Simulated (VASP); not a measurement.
Si4Ru: single point with PBE

Si4Ru:

```
Si Ru
1.0
     0.00000    3.49126    3.49126
     3.49126    0.00000    3.49126
     3.49126    3.49126    0.00000
Si Ru
4 1
Direct
  0.11333 0.11333 0.11333
  0.11333 0.11333 0.66001
  0.11333 0.66001 0.11333
  0.66001 0.11333 0.11333
  0.50000 0.50000 0.50000
```

The cell was generated, and may not be a known phase.

| Item | Value |
| --- | --- |
| Program | VASP 6.6.1 |
| Task | single point |
| Functional | PBE |
| Potentials or basis | VASP PAW PBE potentials, release 64 (Si, Ru_pv) |
| Cutoff | 520 eV |
| k mesh | 4 × 4 × 4 |
| Occupations | gaussian, width 0.1 eV |
| Spin | no spin polarisation |

```yaml
Pressure: -1.3 GPa
Largest_force: 4.647 eV/Å
Band_gap_on_the_k_mesh: zero (bands 15 and 16 overlap by 0.87 eV)
```

Forces on the atoms (eV/Å):
```
Si   2.683  2.683  2.683
Si  -2.683 -2.683  2.683
Si  -2.683  2.683 -2.683
Si   2.683 -2.683 -2.683
Ru   0.000  0.000  0.000
```

Levels at points of the mesh, in eV from the Fermi level:
| k point | band 11 | band 12 | band 13 | band 14 | band 15 | band 16 | band 17 | band 18 | band 19 | band 20 |
| --- | --- | --- | --- | --- | --- | --- | --- | --- | --- | --- |
| (0.00, 0.00, 0.00) | -4.49 | -3.54 | -3.54 | -0.09 | 0.59 | 0.59 | 0.59 | 2.12 | 2.12 | 2.96 |
| (0.50, 0.00, 0.00) | -1.68 | -1.68 | -1.57 | -0.32 | -0.32 | -0.04 | 0.91 | 0.91 | 1.88 | 3.35 |
| (0.50, 0.50, 0.00) | -2.27 | -1.70 | -1.70 | -0.54 | 0.75 | 0.75 | 2.10 | 2.17 | 2.84 | 3.20 |

Run time: 29 s on 1 thread of Intel Xeon 8259CL, with other jobs on the host, peak memory 0.24 GiB.

Caveat: the k points lie up to 0.39 Å⁻¹ apart, too coarse for converged energies and pressures of a metal; forces of over 1 eV/Å act on the atoms, so gaps and moduli don't describe the material at rest.
